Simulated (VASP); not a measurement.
# HCl in VASP: a series of runs, part 2 of 2

VASP 6.6.1. Earlier steps stand in the parts before.

## Step 3: Single point, PBE+D3(BJ)

File INCAR:

```
SYSTEM = HCl
  ALGO = Normal
  EDIFF = 1E-6
  ENCUT = 1000
  GGA = PE
  GGA_COMPAT = .FALSE.
  ISIF = 2
  ISMEAR = -1
  IVDW = 12
  LASPH = .TRUE.
  LCHARG = .FALSE.
  LREAL = Auto
  LWAVE = .FALSE.
  NBANDS = 56
  NELM = 120
  PREC = Accurate
  SIGMA = 0.02
```

File KPOINTS:

```
k-points
0
G
  1 1 1
  0 0 0
```

File POSCAR:

```
HCl
1.0
    7.9895700000      0.0000000000      0.0000000000
    0.0000000000      7.9895700000      0.0000000000
    0.0000000000      0.0000000000      7.9895700000
Cl H
10 10
Direct
    0.5883420509      0.5468754889      0.9252312703
    0.0354086640      0.3359004302      0.9849591405
    0.1500706546      0.6997497988      0.6848178312
    0.3974556828      0.5042449093      0.3512204036
    0.8168900204      0.9102367211      0.8264650037
    0.8215836397      0.6857064898      0.2625673221
    0.6176803007      0.1794965186      0.1685697728
    0.8029969072      0.4000966260      0.5879915940
    0.0885404346      0.1081785378      0.3532981124
    0.3849769137      0.1341373816      0.6696856026
    0.5421443207      0.4586604786      1.0556387891
   -0.0815563291      0.4122124219      0.8979957620
    0.2548572702      0.6330878883      0.5872656476
    0.5469005216      0.5012910582      0.4120747424
    0.8517479664      0.9466216580      0.6755807885
    0.7942605171      0.6610493431      0.1068643244
    0.7489514454      0.1174280969      0.0968512698
    0.8815368036      0.3641998255      0.4537665982
    0.2197364814      0.1451267089      0.4366067260
    0.3475781550     -0.0202013375      0.6867954095
```

Potentials or basis: VASP PAW PBE potentials, release 64 (Cl, H_h).

Started as:

```bash
$ cat potpaw_PBE.64/Cl/POTCAR potpaw_PBE.64/H_h/POTCAR > POTCAR
$ mpirun -np 1 vasp_gam > vasp.out
```

OUTCAR:

```text
SYSTEM = HCl
   EDIFF = 1E-6
   ENCUT = 1000
   GGA = PE
   ISIF = 2
   ISMEAR = -1
   IVDW = 12
   LASPH = .TRUE.
   LREAL = Auto
   NELM = 120
   PREC = Accurate
 IVDW          = 12

 ion  position               nearest neighbor table
   1  0.588  0.547  0.925-  11 1.31
   2  0.035  0.336  0.985-  12 1.31
   3  0.150  0.700  0.685-  13 1.26
   4  0.397  0.504  0.351-  14 1.29
   5  0.817  0.910  0.826-  15 1.27
   6  0.822  0.686  0.263-  16 1.28
[... 12 lines left out ...]
  19  0.220  0.145  0.437-   9 1.28
  20  0.348  0.980  0.687-  10 1.28

  LATTYP: Found a simple cubic cell.
 ALAT       =     7.9895700000

  Lattice vectors:

 A1 = (   7.9895700000,   0.0000000000,   0.0000000000)
 A2 = (   0.0000000000,   7.9895700000,   0.0000000000)
 A3 = (   0.0000000000,   0.0000000000,   7.9895700000)

Analysis of symmetry for initial positions (statically):
=====================================================================
 Subroutine PRICEL returns:
 Original cell was already a primitive cell.

 Routine SETGRP: Setting up the symmetry group for a
 simple cubic supercell.

 Subroutine GETGRP returns: Found  1 space group operations
 (whereof  1 operations were pure point group operations)
 out of a pool of 48 trial point group operations.

The static configuration has the point symmetry C_1 .

Analysis of symmetry for dynamics (positions and initial velocities):
=====================================================================
 Subroutine PRICEL returns:
 Original cell was already a primitive cell.

 Routine SETGRP: Setting up the symmetry group for a
 simple cubic supercell.

 Subroutine GETGRP returns: Found  1 space group operations
 (whereof  1 operations were pure point group operations)
 out of a pool of 48 trial point group operations.

The dynamic configuration has the point symmetry C_1 .

[... 132 lines left out ...]
  Fermi-wavevector in a.u.,A,eV,Ry     =   0.882907  1.668452 10.606068  0.779524
  Thomas-Fermi vector in A             =   2.003601
   LORBIT       =      0    0 simple, 1 ext, 2 COOP (PROOUT), +10 PAW based schemes
   GGA     = PE    functional components
   LHFCALC =     F    Hartree Fock is set to
   AEXX    =    0.0000 exact exchange contribution
   IVDW    =    12    specifies the selected vdW correction
   LEPSILON=     F    determine dielectric tensor
   LRPA    =     F    only Hartree local field effects (RPA)
 non-spin polarized calculation
  energy-cutoff  :     1000.00
  volume of cell :      510.00
 maximum number of plane-waves:     18225
 NGX is ok and might be reduce to    84
   NGX = 41   NGY = 41   NGZ = 41

 number of electron      80.0000001 magnetization

 Free energy of the ion-electron system (eV)
  ---------------------------------------------------
  ext. energy  EPLUGINS =         0.00000000
  ---------------------------------------------------
  free energy    TOTEN  =       -61.58176507 eV

  energy without entropy =      -61.58176507  energy(sigma->0) =      -61.58176507

 E-fermi :  -3.0552     XC(G=0):  -6.0839

 val. band max:       -3.5754921520   @ k =   0.0000   0.0000   0.0000
 cond. band min:       1.7769170805   @ k =   0.0000   0.0000   0.0000
 fundamental gap:      5.3524092325
 Fermi energy:        -3.0551732512

 k-point     1 :       0.0000    0.0000    0.0000
  band No.  band energies     occupation
      1     -17.8430      2.00000
      2     -17.6068      2.00000
      3     -17.5575      2.00000
      4     -17.5281      2.00000
      5     -17.4683      2.00000
      6     -17.3467      2.00000
[... 44 lines left out ...]
     51       4.8623      0.00000
     52       4.9863      0.00000
 [bands above 52 left out]

------------------------ aborting loop because EDIFF is reached ----------------------------------------

 Edisp (eV)   -1.25779

 E8    (eV) :    -0.3765

  FORCE on cell =-STRESS in cart. coord.  units (eV):
  Direction    XX          YY          ZZ          XY          YZ          ZX
  --------------------------------------------------------------------------------------
  -------------------------------------------------------------------------------------
  Total       1.21097     1.13679     2.90540     0.17132     0.64294    -0.30415
  in kB       3.80428     3.57124     9.12740     0.53821     2.01980    -0.95550
  external pressure =        5.50 kB  Pullay stress =        0.00 kB

 VOLUME and BASIS-vectors are now :
 -----------------------------------------------------------------------------
  energy-cutoff  :     1000.00
  volume of cell :      510.00
      direct lattice vectors                 reciprocal lattice vectors
     7.989570000  0.000000000  0.000000000     0.125163181  0.000000000  0.000000000
     0.000000000  7.989570000  0.000000000     0.000000000  0.125163181  0.000000000
     0.000000000  0.000000000  7.989570000     0.000000000  0.000000000  0.125163181

 POSITION                                       TOTAL-FORCE (eV/Angst)
 -----------------------------------------------------------------------------------
      4.70060      4.36930      7.39220        -0.173279     -0.108519      0.154905
      0.28290      2.68370      7.86940        -0.509542      0.309894     -0.312368
      1.19900      5.59070      5.47140        -0.485368      0.535772      0.627332
      3.17550      4.02870      2.80610        -0.242481      0.019086     -0.020129
      6.52660      7.27240      6.60310        -0.191496     -0.088784      0.470352
      6.56410      5.47850      2.09780         0.278939      0.261679      0.502399
[... 12 lines left out ...]
      1.75560      1.15950      3.48830         0.520111      0.120679      0.461171
      2.77700      7.82817      5.48720        -0.198950     -0.486514      0.081878
 -----------------------------------------------------------------------------------
    total drift:                                0.017391     -0.000032      0.001296

  FREE ENERGIE OF THE ION-ELECTRON SYSTEM (eV)
  ---------------------------------------------------
  free  energy   TOTEN  =       -62.8395594939 eV

  energy  without entropy=      -62.8395594939  energy(sigma->0) =      -62.83955949
```

OSZICAR:

```text
N       E                     dE             d eps       ncg     rms          rms(c)
DAV:   1     0.945525790682E+03    0.94553E+03   -0.49377E+04   112   0.203E+03
DAV:   2     0.662250042024E+02   -0.87930E+03   -0.84310E+03   160   0.276E+02
DAV:   3    -0.597772809029E+02   -0.12600E+03   -0.12547E+03   144   0.120E+02
DAV:   4    -0.629234849679E+02   -0.31462E+01   -0.31364E+01   136   0.222E+01
DAV:   5    -0.629917224354E+02   -0.68237E-01   -0.68207E-01   136   0.352E+00    0.247E+01
DAV:   6    -0.618018680556E+02    0.11899E+01   -0.17341E+00   136   0.416E+00    0.139E+01
DAV:   7    -0.615871810756E+02    0.21469E+00   -0.14426E+00   136   0.397E+00    0.325E+00
DAV:   8    -0.615835990393E+02    0.35820E-02   -0.13564E-01   136   0.146E+00    0.121E+00
DAV:   9    -0.615820217480E+02    0.15773E-02   -0.10609E-02   136   0.432E-01    0.519E-01
DAV:  10    -0.615819611773E+02    0.60571E-04   -0.55999E-03   128   0.286E-01    0.243E-01
DAV:  11    -0.615818179945E+02    0.14318E-03   -0.46485E-04   144   0.951E-02    0.135E-01
DAV:  12    -0.615818031588E+02    0.14836E-04   -0.18254E-04   128   0.537E-02    0.438E-02
DAV:  13    -0.615817843996E+02    0.18759E-04   -0.69253E-05   128   0.520E-02    0.188E-02
DAV:  14    -0.615817663176E+02    0.18082E-04   -0.51977E-05   160   0.356E-02    0.146E-02
DAV:  15    -0.615817653545E+02    0.96304E-06   -0.12125E-05   128   0.141E-02    0.961E-03
DAV:  16    -0.615817650658E+02    0.28874E-06   -0.51416E-07   104   0.328E-03
   1 F= -.62839559E+02 E0= -.62839559E+02  d E =-.546192E-11
```

Wall time 89 s (1 thread of AMD EPYC 9R45 (Zen 5), shared host); peak memory 0.9 GiB.

What came out:

```
Free energy                : -62.8396 eV
Pressure                   : 0.6 GPa
Largest force              : 1.057 eV/Å
Dispersion energy per atom : -0.063 eV
```

Forces in eV/Å, atoms in the order of the input:
```
Cl  -0.173 -0.109  0.155
Cl  -0.510  0.310 -0.312
Cl  -0.485  0.536  0.627
Cl  -0.242  0.019 -0.020
Cl  -0.191 -0.089  0.470
Cl   0.279  0.262  0.502
Cl   0.072 -0.241  0.122
Cl  -0.468  0.052  0.333
Cl  -0.634 -0.172 -0.425
Cl   0.251  0.450  0.005
H    0.136  0.150 -0.399
H    0.545 -0.346  0.308
H    0.650 -0.483 -0.680
H    0.223 -0.032  0.109
H    0.154  0.193 -0.486
H   -0.180 -0.109 -0.419
H   -0.077  0.138 -0.048
H    0.330 -0.163 -0.386
H    0.520  0.121  0.461
H   -0.199 -0.487  0.082
```

Levels at points of the mesh, in eV from the Fermi level:
| k point | band 37 | band 38 | band 39 | band 40 | band 41 | band 42 | band 43 | band 44 |
| --- | --- | --- | --- | --- | --- | --- | --- | --- |
| (0.00, 0.00, 0.00) | -0.86 | -0.77 | -0.63 | -0.52 | 4.83 | 6.03 | 6.13 | 6.34 |

Caveat: the k points lie up to 0.79 Å⁻¹ apart; the atoms stand as in a frame of molecular dynamics.

## Step 4: Single point, PBE+D3(BJ)

File INCAR:

```
SYSTEM = HCl
PREC = Accurate ; ENCUT = 1000
EDIFF = 1E-6 ; ISMEAR = -1
SIGMA = 0.02 ; LREAL = Auto
LASPH = .True. ; NELM = 120
ALGO = Normal ; ISIF = 2
LWAVE = .False. ; LCHARG = .True.
GGA = PE ; IVDW = 12
LELF = .True. ; LVHAR = .True.
NBANDS = 56 ; GGA_COMPAT = .False.
```

File KPOINTS:

```
Automatic mesh
0
Gamma
  1 1 1
  0 0 0
```

File POSCAR:

```
HCl
1.0
    7.9895700000      0.0000000000      0.0000000000
    0.0000000000      7.9895700000      0.0000000000
    0.0000000000      0.0000000000      7.9895700000
Cl H
10 10
Direct
    0.5803286461      0.5577225493      0.9166461220
    0.0367549004      0.3331486530      0.9822205118
    0.2143847534      0.7434703485      0.6757367704
    0.4188220927      0.5135514579      0.3684398520
    0.8527791605      0.9148480986      0.8325726094
    0.8420935773      0.6942765829      0.2509147535
    0.6459665519      0.1926997074      0.1365661003
    0.8108367731      0.3688025090      0.5895018748
    0.0623354151      0.0964946457      0.3657198949
    0.3845194060      0.1419465183      0.6494345834
    0.5756689299      0.4059805441      0.9832918186
   -0.0268943149      0.3533838201      0.8328379500
    0.3120966794      0.6724516849      0.5636498939
    0.5684096364      0.4839101863      0.4264753720
    0.8385906144      0.9644538140      0.6784570455
    0.7526390509      0.6529702898      0.1204265153
    0.7974035537      0.2199268282      0.0788227322
    0.9058614801      0.2719616976      0.4934280819
    0.1885979809      0.1295559717      0.4685427173
    0.3338319129     -0.0128738074      0.6767440007
```

Started as:

```bash
$ cat potpaw_PBE.64/Cl/POTCAR potpaw_PBE.64/H_h/POTCAR > POTCAR
$ mpirun -np 1 vasp_gam > vasp.out
```

It took 92 s on 1 thread of AMD EPYC 9R45 (Zen 5), shared host; peak memory 0.93 GiB.

Results (log left out):

| Item | Value |
| --- | --- |
| Free energy | -63.2591 eV |
| Pressure | -0.2 GPa |
| Largest force | 0.404 eV/Å |
| Dispersion energy per atom | -0.063 eV |

Forces in eV/Å, atoms in the order of the input:
```
Cl  -0.044 -0.283  0.029
Cl  -0.039  0.018 -0.182
Cl   0.104 -0.069 -0.096
Cl   0.120 -0.036  0.067
Cl  -0.065  0.131 -0.376
Cl  -0.004  0.034 -0.061
Cl   0.088 -0.074  0.007
Cl   0.187 -0.142 -0.068
Cl   0.142  0.062  0.153
Cl  -0.040 -0.145  0.006
H    0.036  0.346 -0.067
H    0.029 -0.005  0.145
H   -0.112  0.033  0.136
H   -0.132  0.025 -0.066
H    0.031 -0.118  0.311
H    0.020  0.002  0.076
H   -0.070  0.013  0.019
H   -0.172  0.161  0.088
H   -0.119 -0.032 -0.131
H    0.040  0.077  0.010
```

Stress tensor (GPa, compression positive):
```
-0.27 -0.07 -0.13
-0.07 -0.08  0.03
-0.13  0.03 -0.23
```

Levels at points of the mesh, in eV from the Fermi level:
```csv
k point,band 36,band 37,band 38,band 39,band 40,band 41,band 42,band 43,band 44,band 45
"(0.00, 0.00, 0.00)",-0.89,-0.77,-0.68,-0.56,-0.52,5.01,6.14,6.38,6.41,6.68
```

Caveat: the k points lie up to 0.79 Å⁻¹ apart.

## Step 5: The runs side by side

| cell | pressure (GPa) | largest force (eV/Å) |
| --- | --- | --- |
| as given, atomic positions A | 0.1 | 1.37 |
| as given, atomic positions B | 0.6 | 1.06 |
| as given, atomic positions C | -0.2 | 0.40 |

Alike in all rows: task single point; level PBE+D3(BJ); potentials or basis VASP PAW PBE potentials, release 64 (Cl, H_h); no spin polarisation; k mesh 1 × 1 × 1; cutoff (eV) 1000; smearing fermi-dirac 0.02 eV.

Caveats: all runs use coarse meshes; the atoms stand as in a frame of molecular dynamics (at least some runs).

Absolute energies hang on the potentials; compare differences alone.
